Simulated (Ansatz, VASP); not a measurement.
# InP: VASP beside Ansatz

```
In P
1.0
     4.39311    0.00000    0.00000
    -2.19655    3.80454    0.00000
     0.00000    0.00000    5.97350
In P
2 2
Direct
  0.33333 0.66667 0.25000
  0.66667 0.33333 0.75000
  0.66667 0.33333 0.25000
  0.33333 0.66667 0.75000
```

Alike in both runs: task single point; functional PBE; k mesh 6 × 6 × 4; occupations fermi-dirac, width 0.02 eV; collinear spin.

|  | VASP | Ansatz |
| --- | --- | --- |
| version | VASP 6.6.1 | Ansatz 0.2.0 |
| potentials or method | VASP PAW PBE potentials, release 64 (In_d, P) | plane waves |
| plane-wave cutoff (eV) | 520 | 420 |
| valence electrons in the cell | 36 | 36 |

Ansatz gave:

| Property | Result |
| --- | --- |
| gap on the k mesh at the Fermi level (eV) | none |
| pressure (GPa) | 1.7 |
| traceless stress, the component that is largest in VASP (GPa) | -0.78 |
| net moment per atom (μB) | 0.00 |

**Question.** Estimate VASP's values.

**Answer.** gap on the k mesh at the Fermi level (eV): none; pressure (GPa): 1.6; traceless stress, the component that is largest in VASP (GPa): -0.75; net moment per atom (μB): 0.00.

A gap of «none» marks a metal or a gap that the smearing closes. The functional is the same, so the differences come from potentials, cutoffs and numerics. Ansatz's warnings: moment headroom below auto, seeded moment not kept.
